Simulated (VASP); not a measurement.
A run of VASP 6.6.1 is set up as follows.

File INCAR:

```
PREC = Accurate
ENCUT = 600
EDIFF = 1E-6
ISMEAR = 0
SIGMA = 0.1
LREAL = F
LASPH = T
NELM = 80
ALGO = Normal
ISIF = 3
LWAVE = F
LCHARG = F
GGA = PE
IBRION = 2
NSW = 90
EDIFFG = -0.04
```

Contents of KPOINTS:

```
Automatic mesh
0
Gamma
  4 4 4
```

POSCAR

```
Li3SiS2
1.0
    3.6885327800      2.1295753900      3.0116744000
   -3.6885327800      2.1295753900      3.0116744000
    0.0000000000     -4.2591507800      3.0116744000
Li Si S
3 1 2
Direct
    0.0000000000      0.5000000000      0.0000000000
    0.5000000000      0.0000000000      0.0000000000
    0.0000000000      0.0000000000      0.5000000000
    0.5000000000      0.5000000000      0.5000000000
    0.7500000000      0.7500000000      0.7500000000
    0.2500000000      0.2500000000      0.2500000000
```

Potentials or basis: VASP PAW PBE potentials, release 64 (Li_sv, Si, S).

The run is started by

```bash
$ cat potpaw_PBE.64/Li_sv/POTCAR potpaw_PBE.64/Si/POTCAR potpaw_PBE.64/S/POTCAR > POTCAR
$ mpirun -np 1 vasp_std > vasp.out
```

(1) What does it give for the space group after relaxing (to 0.05 Å)?

(2) What does it give for the relaxed cell?

(3) Predict the relaxed volume.

## Answers

(1) R-3m (No. 166).

(2) a = 5.281 Å, b = 5.281 Å, c = 5.281 Å, α = 80.42°, β = 80.42°, γ = 80.42°.

(3) 23.62 Å³/atom.

Caveat: the cutoff is under 1.25 times the usual one of these potentials, so pressure, stress and relaxed cells hold a basis-set (Pulay) error.
